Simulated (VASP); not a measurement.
Set up this calculation in VASP 6.6.1, as the native input.

```yaml
Task: relaxation of cell and atoms
Functional: PBE
Potentials_or_basis: VASP PAW PBE potentials, release 64 (Cu, Ni, O)
Cutoff: 600 eV
k_mesh: 6 × 6 × 6
Occupations: gaussian, width 0.1 eV
Spin: collinear spin, ferromagnetic start
Starting_moments: "[0.42, 0.42, 1.19, 0.29, 0.29, 0.29] μB"
Dipole_correction: no
Further_INCAR_settings: ALGO = Normal; EDIFF = 1e-06; IBRION = 2; EDIFFG = -0.04; NSW = 90; ISIF = 3
```

The structure of Cu2NiO3 lies in POSCAR:

```
Cu2NiO3
1.0
    5.2555166835      0.0000000000      0.0000000000
   -2.6277583417      4.5514109579      0.0000000000
    0.0000000000      0.0000000000      2.6979088576
Cu Ni O
2 1 3
Direct
    0.3333333333      0.6666666667      0.0000000000
    0.6666666667      0.3333333333      0.0000000000
    0.0000000000      0.0000000000      0.0000000000
    0.5000000000      0.0000000000      0.5000000000
    0.0000000000      0.5000000000      0.5000000000
    0.5000000000      0.5000000000      0.5000000000
```

The cell was generated, and may not be a known phase.

These files were run (other wordings do the same):

INCAR

```
SYSTEM = Cu2NiO3
ALGO     = Normal         ! electronic algorithm
EDIFF    = 1E-6           ! SCF threshold, eV
EDIFFG   = -0.04          ! ionic threshold
ENCUT    = 600            ! plane-wave cutoff, eV
GGA      = PE             ! functional
IBRION   = 2              ! ionic algorithm
ISIF     = 3              ! what is computed and relaxed
ISMEAR   = 0              ! smearing method
ISPIN    = 2              ! spin polarisation
LASPH    = .True.         ! aspherical terms in the spheres
LCHARG   = .False.        ! write CHGCAR
LMAXMIX  = 4              ! l up to which the mixer works
LORBIT   = 11             ! projections on sites
LREAL    = .False.        ! projectors in reciprocal space
LWAVE    = .False.        ! write WAVECAR
MAGMOM   = 0.42 0.42 1.19 0.29 0.29 0.29 ! initial moments
NELM     = 150            ! most SCF steps
NSW      = 90             ! ionic steps
PREC     = Accurate       ! precision mode
SIGMA    = 0.1            ! smearing width, eV
```

KPOINTS

```
k-points
0
Gamma
  6 6 6
  0 0 0
```

Potentials or basis: VASP PAW PBE potentials, release 64 (Cu, Ni, O).

Command:

```bash
$ cat potpaw_PBE.64/Cu/POTCAR potpaw_PBE.64/Ni/POTCAR potpaw_PBE.64/O/POTCAR > POTCAR
$ mpirun -np 1 vasp_std > vasp.out
```

It gave:

* Pressure after relaxing: -0.1 GPa
* Net moment: 1.49 μB per cell
* Site moments: Cu +0.09; Ni +1.07; O +0.08 μB
* Valence electrons inside the program's atomic spheres: Cu 9.85; Ni 8.70; O 4.90

Caveat: the k points lie up to 0.39 Å⁻¹ apart in the final cell.

Run time: 3 min on 1 thread of Intel(R) Xeon(R) 6975P-C (Granite Rapids), on a shared host, peak memory 0.3 GiB.
